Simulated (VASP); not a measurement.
# SiO (F-43m) in VASP: a series of runs

SiO is run at these levels: PBE; tasks: single point, relaxation of cell and atoms.

Everything below comes from runs of VASP 6.6.1. Logs are shortened: lines on timing, memory, paths and dates and some standing lists are left out, and cuts for length are marked.

## 1. The cell of the first run

Symmetry: F-43m, No. 216, cubic system. The conventional cell has a = 4.857 Å, b = 4.857 Å, c = 4.857 Å, α = 90.00°, β = 90.00°, γ = 90.00°. Si (site symmetry -43m) has 4 O at 2.10 Å within 2.8 Å. Within 2.8 Å of O (site symmetry -43m) lie 4 Si at 2.10 Å.

## 2. Single point, PBE

INCAR reads:

```
  PREC = Accurate
  ENCUT = 520
  EDIFF = 1E-6
  ISMEAR = 0
  SIGMA = 0.1
  LREAL = False
  LASPH = True
  NELM = 60
  ALGO = Normal
  ISIF = 2
  LWAVE = False
  LCHARG = False
  GGA = PE
  NBANDS = 12
```

KPOINTS reads:

```
Automatic mesh
0
Gamma
  6 6 6
```

POSCAR reads:

```
SiO
1.0
    0.0000000000      2.4285359820      2.4285359820
    2.4285359820      0.0000000000      2.4285359820
    2.4285359820      2.4285359820      0.0000000000
Si O
1 1
Direct
    0.0000000000      0.0000000000      0.0000000000
    0.7500000000      0.7500000000      0.7500000000
```

Potentials or basis: VASP PAW PBE potentials, release 64 (Si, O).

Started as:

```
$ cat potpaw_PBE.64/Si/POTCAR potpaw_PBE.64/O/POTCAR > POTCAR
$ mpirun -np 1 vasp_std > vasp.out
```

OUTCAR:

```text
PREC = Accurate
   ENCUT = 520
   EDIFF = 1E-6
   ISMEAR = 0
   LREAL = False
   LASPH = True
   NELM = 60
   ISIF = 2
   GGA = PE

 ion  position               nearest neighbor table
   1  0.000  0.000  0.000-   2 2.10   2 2.10   2 2.10   2 2.10
   2  0.750  0.750  0.750-   1 2.10   1 2.10   1 2.10   1 2.10

  LATTYP: Found a face centered cubic cell.
 ALAT       =     4.8570719640

  Lattice vectors:

 A1 = (   0.0000000000,   2.4285359820,   2.4285359820)
 A2 = (   2.4285359820,   0.0000000000,   2.4285359820)
 A3 = (   2.4285359820,   2.4285359820,   0.0000000000)

Analysis of symmetry for initial positions (statically):
=====================================================================
 Subroutine PRICEL returns:
 Original cell was already a primitive cell.

 Routine SETGRP: Setting up the symmetry group for a
 face centered cubic supercell.

 Subroutine GETGRP returns: Found 24 space group operations
 (whereof 24 operations were pure point group operations)
 out of a pool of 48 trial point group operations.

The static configuration has the point symmetry T_d .

Analysis of symmetry for dynamics (positions and initial velocities):
=====================================================================
 Subroutine PRICEL returns:
 Original cell was already a primitive cell.

 Routine SETGRP: Setting up the symmetry group for a
 face centered cubic supercell.

 Subroutine GETGRP returns: Found 24 space group operations
 (whereof 24 operations were pure point group operations)
 out of a pool of 48 trial point group operations.

The dynamic configuration has the point symmetry T_d .

 Subroutine INISYM returns: Found 24 space group operations
 (whereof 24 operations are pure point group operations),
 and found     1 'primitive' translations

----------------------------------------------------------------------------------------

                                     Primitive cell

  volume of cell :      28.6460

  direct lattice vectors                    reciprocal lattice vectors
     0.000000000  2.428535982  2.428535982    -0.205885358  0.205885358  0.205885358
     2.428535982  0.000000000  2.428535982     0.205885358 -0.205885358  0.205885358
     2.428535982  2.428535982  0.000000000     0.205885358  0.205885358 -0.205885358

  length of vectors
     3.434468522  3.434468522  3.434468522     0.356603901  0.356603901  0.356603901

  position of ions in fractional coordinates (direct lattice)
     0.000000000  0.000000000  0.000000000
     0.750000000  0.750000000  0.750000000

  ion indices of the primitive-cell ions
   primitive index   ion index
                 1           1
                 2           2

----------------------------------------------------------------------------------------

 KPOINTS: Automatic mesh

Automatic generation of k-mesh.
 Grid dimensions read from file:
 generate k-points for:    6    6    6

 Generating k-lattice:

  Cartesian coordinates                     Fractional coordinates (reciprocal lattice)
    -0.034314226  0.034314226  0.034314226     0.166666667  0.000000000  0.000000000
     0.034314226 -0.034314226  0.034314226     0.000000000  0.166666667  0.000000000
     0.034314226  0.034314226 -0.034314226     0.000000000  0.000000000  0.166666667

  Length of vectors
     0.059433983  0.059433983  0.059433983

  Shift w.r.t. Gamma in fractional coordinates (k-lattice)
     0.000000000  0.000000000  0.000000000

 Subroutine IBZKPT returns following result:
 ===========================================

 Found     16 irreducible k-points:

 Following reciprocal coordinates:
            Coordinates               Weight
  0.000000  0.000000  0.000000      1.000000
  0.166667  0.000000  0.000000      8.000000
  0.333333  0.000000  0.000000      8.000000
  0.500000  0.000000  0.000000      4.000000
  0.166667  0.166667  0.000000      6.000000
  0.333333  0.166667  0.000000     24.000000
[... 8 lines left out ...]
 -0.333333  0.333333  0.166667     24.000000
 -0.333333  0.500000  0.166667     12.000000
   k-points           NKPTS =     16   k-points in BZ     NKDIM =     16   number of bands    NBANDS=     12
   number of dos      NEDOS =    301   number of ions     NIONS =      2
   total plane-waves  NPLWV =  21952
   dimension x,y,z NGX =    28 NGY =   28 NGZ =   28
   dimension x,y,z NGXF=    56 NGYF=   56 NGZF=   56
   ions per type =               1   1
   NGX,Y,Z   is equivalent  to a cutoff of  13.55, 13.55, 13.55 a.u.
   NGXF,Y,Z  is equivalent  to a cutoff of  27.11, 27.11, 27.11 a.u.
 SYSTEM =  unknown system
   PREC   = accura    normal or accurate (medium, high low for compatibility)
   ISTART =      0    job   : 0-new  1-cont  2-samecut
   ICHARG =      2    charge: 1-file 2-atom 10-const
   ISPIN  =      1    spin polarized calculation?
   LNONCOLLINEAR =      F non collinear calculations
   LSORBIT =      F    spin-orbit coupling
   LASPH  =      T    aspherical Exc in radial PAW
   ENCUT  =  520.0 eV  38.22 Ry    6.18 a.u.   6.39  6.39  6.39*2*pi/ulx,y,z
   NELM   =     60;   NELMIN=  2; NELMDL= -5     # of ELM steps
   EDIFF  = 0.1E-05   stopping-criterion for ELM
   LREAL  =      F    real-space projection
   EDIFFG = 0.1E-04   stopping-criterion for IOM
   NSW    =      0    number of steps for IOM
   IBRION =     -1    ionic relax: 0-MD 1-quasi-New 2-CG
   NFREE  =      0    steps in history (QN), initial steepest desc. (CG)
   ISIF   =      2    stress and relaxation
   ISYM   =      2    0-nonsym 1-usesym 2-fastsym
   POTIM  = 0.5000    time-step for ionic-motion
   TEBEG  =    0.0;   TEEND  =   0.0 temperature during run
   PSTRESS=    0.0 pullay stress
   NELECT =      10.0000    total number of electrons
   NUPDOWN=      -1.0000    fix difference up-down
   EMIN   =  10.00;   EMAX   =-10.00  energy-range for DOS
   EFERMI =   0.00;   METHOD = LEGACY
   ISMEAR =     0;   SIGMA  =   0.10  broadening in eV -4-tet -1-fermi 0-gaus
   EFERMI_NEDOS =   21; number of points for ismear=-14 and -15
   IALGO  =     38    algorithm
   IMIX   =      4    mixing-type and parameters
     AMIX     =   0.40;   BMIX     =  1.00
     AMIX_MAG =   1.60;   BMIX_MAG =  1.00
  volume/ion in A,a.u.               =      14.32        96.66
  Fermi-wavevector in a.u.,A,eV,Ry     =   1.152711  2.178307 18.078629  1.328742
  Thomas-Fermi vector in A             =   2.289360
   LORBIT       =      0    0 simple, 1 ext, 2 COOP (PROOUT), +10 PAW based schemes
   GGA     = PE    functional components
   LHFCALC =     F    Hartree Fock is set to
   AEXX    =    0.0000 exact exchange contribution
   IVDW    =     0    specifies the selected vdW correction
   LEPSILON=     F    determine dielectric tensor
   LRPA    =     F    only Hartree local field effects (RPA)
 non-spin polarized calculation
 Gauss-broadening in eV      SIGMA  =   0.10
  energy-cutoff  :      520.00
  volume of cell :       28.65
 maximum number of plane-waves:       785
 NGX is ok and might be reduce to    28
   NGX = 13   NGY = 13   NGZ = 13

 number of electron      10.0000001 magnetization

 Free energy of the ion-electron system (eV)
  ---------------------------------------------------
  ext. energy  EPLUGINS =         0.00000000
  ---------------------------------------------------
  free energy    TOTEN  =       -11.00163369 eV

  energy without entropy =      -10.99866234  energy(sigma->0) =      -11.00014802

 E-fermi :   6.3233     XC(G=0):  -9.9660

 val. band max:        6.2633373736   @ k =  -0.3333   0.5000   0.1667
 cond. band min:       6.6279360612   @ k =   0.5000   0.3333   0.0000
 fundamental gap:      0.3645986876
 Fermi energy:         6.3233290357

 k-point     1 :       0.0000    0.0000    0.0000
  band No.  band energies     occupation
      1     -14.6011      2.00000
      2       0.2885      2.00000
      3       0.9997      2.00000
      4       0.9997      2.00000
      5       0.9997      2.00000
      6      10.0409      0.00000
      7      10.0409      0.00000
      8      10.0409      0.00000
      9      16.7982      0.00000
     10      17.8905      0.00000
     11      17.8905      0.00000
     12      18.6159      0.00000

 k-point     2 :       0.1667    0.0000    0.0000
  band No.  band energies     occupation
      1     -14.4503      2.00000
      2      -1.3237      2.00000
      3       0.8870      2.00000
      4       0.8870      2.00000
      5       2.5433      2.00000
      6       9.1936      0.00000
      7      10.2166      0.00000
      8      10.2166      0.00000
      9      16.5658      0.00000
     10      16.5658      0.00000
     11      17.1325      0.00000
     12      18.8025      0.00000

 k-point     3 :       0.3333    0.0000    0.0000
  band No.  band energies     occupation
      1     -14.1228      2.00000
      2      -2.8240      2.00000
      3       0.6810      2.00000
      4       0.6810      2.00000
      5       3.6847      2.00000
      6       8.4027      0.00000
      7      10.3048      0.00000
      8      10.3048      0.00000
      9      16.1635      0.00000
     10      16.6372      0.00000
     11      16.6372      0.00000
     12      20.3693      0.00000
[... 166 lines left out ...]
 k-point    15 :      -0.3333    0.3333    0.1667
  band No.  band energies     occupation
      1     -13.7881      2.00000
      2      -2.9351      2.00000
      3      -0.9578      2.00000
      4      -0.0753      2.00000
      5       6.1521      1.98453
      6       7.3515      0.00000
      7       9.1408      0.00000
      8      11.1386      0.00000
      9      14.0116      0.00000
     10      17.5944      0.00000
     11      18.8002      0.00000
     12      21.9212      0.00000

 k-point    16 :      -0.3333    0.5000    0.1667
  band No.  band energies     occupation
      1     -13.7357      2.00000
      2      -2.9278      2.00000
      3      -0.7279      2.00000
      4      -0.5477      2.00000
      5       6.2633      1.60379
      6       6.6548      0.00000
      7       9.8892      0.00000
      8      11.2621      0.00000
      9      13.0923      0.00000
     10      18.4075      0.00000
     11      18.9766      0.00000
     12      21.7538      0.00000

------------------------ aborting loop because EDIFF is reached ----------------------------------------

  FORCE on cell =-STRESS in cart. coord.  units (eV):
  Direction    XX          YY          ZZ          XY          YZ          ZX
  --------------------------------------------------------------------------------------
  -------------------------------------------------------------------------------------
  Total        0.0085637      0.0085637      0.0085637      0.0000000     -0.0000000      0.0000000
  in kB        0.4789710      0.4789710      0.4789710      0.0000000     -0.0000000      0.0000000
  external PRESSURE =       0.4789710 kB  Pullay stress =       0.0000000 kB

 VOLUME and BASIS-vectors are now :
 -----------------------------------------------------------------------------
  energy-cutoff  :      520.00
  volume of cell :       28.65
      direct lattice vectors                 reciprocal lattice vectors
     0.000000000  2.428535982  2.428535982    -0.205885358  0.205885358  0.205885358
     2.428535982  0.000000000  2.428535982     0.205885358 -0.205885358  0.205885358
     2.428535982  2.428535982  0.000000000     0.205885358  0.205885358 -0.205885358

 POSITION                                       TOTAL-FORCE (eV/Angst)
 -----------------------------------------------------------------------------------
      0.00000      0.00000      0.00000         0.000000      0.000000      0.000000
      3.64280      3.64280      3.64280        -0.000000     -0.000000     -0.000000
 -----------------------------------------------------------------------------------
    total drift:                               -0.000000     -0.000000     -0.000000

  FREE ENERGIE OF THE ION-ELECTRON SYSTEM (eV)
  ---------------------------------------------------
  free  energy   TOTEN  =       -11.0016336931 eV

  energy  without entropy=      -10.9986623383  energy(sigma->0) =      -11.00014802
```

Run time: 6.6 s. Hardware: 1 thread of Intel Xeon 8259CL, shared host; peak memory 0.15 GiB.

Results:

```
Free energy            : -11.0016 eV
Pressure               : 0.0 GPa
Band gap on the k mesh : zero (band 5 reaches 6.26 eV, above the bottom of band 6 at 6.25 eV)
```

Caveat: the k points lie up to 0.37 Å⁻¹ apart.

## 3. Relaxation of cell and atoms, PBE

This run uses another cell than the first one, of 12.56 Å³/atom, 0.877 times its volume.

INCAR reads:

```
SYSTEM = SiO
ALGO = Normal ; EDIFF = 1E-6
EDIFFG = -0.04 ; ENCUT = 600
GGA = PE ; IBRION = 2
ISIF = 3 ; ISMEAR = 0
LASPH = .TRUE. ; LCHARG = .FALSE.
LREAL = .FALSE. ; LWAVE = .FALSE.
NELM = 80 ; NSW = 90
PREC = Accurate ; SIGMA = 0.1
```

KPOINTS reads:

```
k-points
0
G
  6 6 6
  0 0 0
```

POSCAR reads:

```
SiO
1.0
    0.0000000000      2.3243054600      2.3243054600
    2.3243054600      0.0000000000      2.3243054600
    2.3243054600      2.3243054600      0.0000000000
Si O
1 1
Direct
    0.0000000000      0.0000000000      0.0000000000
    0.7500000000      0.7500000000      0.7500000000
```

Potentials or basis: VASP PAW PBE potentials, release 64 (Si, O).

Started as:

```
$ cat potpaw_PBE.64/Si/POTCAR potpaw_PBE.64/O/POTCAR > POTCAR
$ mpirun -np 1 vasp_std > vasp.out
```

OUTCAR:

```text
SYSTEM = SiO
   EDIFF = 1E-6
   EDIFFG = -0.04
   ENCUT = 600
   GGA = PE
   IBRION = 2
   ISIF = 3
   ISMEAR = 0
   LASPH = .TRUE.
   LREAL = .FALSE.
   NELM = 80
   NSW = 90
   PREC = Accurate

 ion  position               nearest neighbor table
   1  0.000  0.000  0.000-   2 2.01   2 2.01   2 2.01   2 2.01
   2  0.750  0.750  0.750-   1 2.01   1 2.01   1 2.01   1 2.01

  LATTYP: Found a face centered cubic cell.
 ALAT       =     4.6486109200

  Lattice vectors:

 A1 = (   0.0000000000,   2.3243054600,   2.3243054600)
 A2 = (   2.3243054600,   0.0000000000,   2.3243054600)
 A3 = (   2.3243054600,   2.3243054600,   0.0000000000)

Analysis of symmetry for initial positions (statically):
=====================================================================
 Subroutine PRICEL returns:
 Original cell was already a primitive cell.

 Routine SETGRP: Setting up the symmetry group for a
 face centered cubic supercell.

 Subroutine GETGRP returns: Found 24 space group operations
 (whereof 24 operations were pure point group operations)
 out of a pool of 48 trial point group operations.

The static configuration has the point symmetry T_d .

Analysis of symmetry for dynamics (positions and initial velocities):
=====================================================================
 Subroutine PRICEL returns:
 Original cell was already a primitive cell.

 Routine SETGRP: Setting up the symmetry group for a
 face centered cubic supercell.

 Subroutine GETGRP returns: Found 24 space group operations
 (whereof 24 operations were pure point group operations)
 out of a pool of 48 trial point group operations.

The dynamic configuration has the point symmetry T_d .

 Subroutine INISYM returns: Found 24 space group operations
 (whereof 24 operations are pure point group operations),
 and found     1 'primitive' translations
[... 110 lines left out ...]
   LORBIT       =      0    0 simple, 1 ext, 2 COOP (PROOUT), +10 PAW based schemes
   GGA     = PE    functional components
   LHFCALC =     F    Hartree Fock is set to
   AEXX    =    0.0000 exact exchange contribution
   IVDW    =     0    specifies the selected vdW correction
   LEPSILON=     F    determine dielectric tensor
   LRPA    =     F    only Hartree local field effects (RPA)
 conjugate gradient relaxation of ions
 non-spin polarized calculation
 Gauss-broadening in eV      SIGMA  =   0.10
  energy-cutoff  :      600.00
  volume of cell :       25.11
 maximum number of plane-waves:       869
 NGX is ok and might be reduce to    28
   NGX = 13   NGY = 13   NGZ = 13

--------------------------------------- Ionic step        1  -------------------------------------------

 number of electron      10.0000001 magnetization

 Free energy of the ion-electron system (eV)
  ---------------------------------------------------
  ext. energy  EPLUGINS =         0.00000000
  ---------------------------------------------------
  free energy    TOTEN  =       -10.89729784 eV

  energy without entropy =      -10.89415925  energy(sigma->0) =      -10.89572855

------------------------ aborting loop because EDIFF is reached ----------------------------------------

  FORCE on cell =-STRESS in cart. coord.  units (eV):
  Direction    XX          YY          ZZ          XY          YZ          ZX
  --------------------------------------------------------------------------------------
  -------------------------------------------------------------------------------------
  Total        1.6433055      1.6433055      1.6433055      0.0000000      0.0000000      0.0000000
  in kB      104.8381343    104.8381343    104.8381343      0.0000000      0.0000000      0.0000000
  external PRESSURE =     104.8381343 kB  Pullay stress =       0.0000000 kB
[... 23 lines left out ...]
--------------------------------------- Ionic step        2  -------------------------------------------

 number of electron       9.9999999 magnetization

 E-fermi :   6.4906     XC(G=0): -10.0379

 val. band max:        6.4584836927   @ k =   0.5000   0.5000   0.0000
 cond. band min:       6.8242164044   @ k =   0.5000   0.3333   0.0000
 fundamental gap:      0.3657327116
 Fermi energy:         6.4905898170

 k-point     1 :       0.0000    0.0000    0.0000
  band No.  band energies     occupation
      1     -14.5775      2.00000
      2       0.4717      2.00000
      3       1.0674      2.00000
      4       1.0674      2.00000
      5       1.0674      2.00000
      6      10.2525      0.00000
      7      10.2525      0.00000
      8      10.2525      0.00000
      9      17.1008      0.00000
[... 213 lines left out ...]
--------------------------------------- Ionic step        3  -------------------------------------------

 number of electron      10.0000001 magnetization

 Free energy of the ion-electron system (eV)
  ---------------------------------------------------
  ext. energy  EPLUGINS =         0.00000000
  ---------------------------------------------------
  free energy    TOTEN  =       -10.99940850 eV

  energy without entropy =      -10.99636332  energy(sigma->0) =      -10.99788591

 E-fermi :   6.3469     XC(G=0):  -9.9768

 val. band max:        6.2835914393   @ k =  -0.3333   0.5000   0.1667
 cond. band min:       6.6573236808   @ k =   0.5000   0.3333   0.0000
 fundamental gap:      0.3737322415
 Fermi energy:         6.3468599094

 k-point     1 :       0.0000    0.0000    0.0000
  band No.  band energies     occupation
      1     -14.5984      2.00000
      2       0.3159      2.00000
      3       1.0098      2.00000
      4       1.0098      2.00000
      5       1.0098      2.00000
      6      10.0728      0.00000
      7      10.0728      0.00000
      8      10.0728      0.00000
      9      16.8440      0.00000
[... 207 lines left out ...]
  FREE ENERGIE OF THE ION-ELECTRON SYSTEM (eV)
  ---------------------------------------------------
  free  energy   TOTEN  =       -10.9994085039 eV

  energy  without entropy=      -10.9963633199  energy(sigma->0) =      -10.99788591

 reached required accuracy - stopping structural energy minimisation
```

CONTCAR:

```text
SiO
   1.00000000000000
    -0.0000000000000000    2.4266954200087727    2.4266954200087727
     2.4266954200087727   -0.0000000000000000    2.4266954200087727
     2.4266954200087727    2.4266954200087727    0.0000000000000000
  Si              O
     1     1
Direct
     0.0000000000000000    0.0000000000000000    0.0000000000000000
     0.7500000000000000    0.7500000000000000    0.7500000000000000

  0.00000000E+00  0.00000000E+00  0.00000000E+00
  0.00000000E+00  0.00000000E+00  0.00000000E+00
```

It took 12 s on 1 thread of Intel Xeon 8259CL, shared host; peak memory 0.15 GiB.

Results:

- Free energy: -10.9994 eV
- Relaxed volume: 14.29 Å³/atom
- Relaxed cell: a = 3.432 Å, b = 3.432 Å, c = 3.432 Å, α = 60.00°, β = 60.00°, γ = 60.00°
- Space group after relaxing (to 0.05 Å): F-43m (No. 216)
- Energy gained by relaxing: 51.1 meV/atom
- Ionic steps: 3
- Pressure after relaxing: 0.2 GPa
- Band gap on the k mesh: zero (filled and empty bands overlap)

The path:
| step | energy change (eV) | largest force (eV/Å) | pressure (GPa) | volume (Å³) |
| --- | --- | --- | --- | --- |
| 1 | 0.0000 | 0.0000 | 10.48 | 25.11 |
| 2 | -0.1010 | 0.0000 | 0.78 | 28.22 |
| 3 | -0.1021 | 0.0000 | 0.17 | 28.58 |

Final structure:
```
CELL_PARAMETERS angstrom
0.00000 2.42670 2.42670
2.42670 0.00000 2.42670
2.42670 2.42670 0.00000
ATOMIC_POSITIONS crystal
Si 0.00000 0.00000 0.00000
O 0.75000 0.75000 0.75000
```

Caveat: the k points lie up to 0.37 Å⁻¹ apart in the final cell.
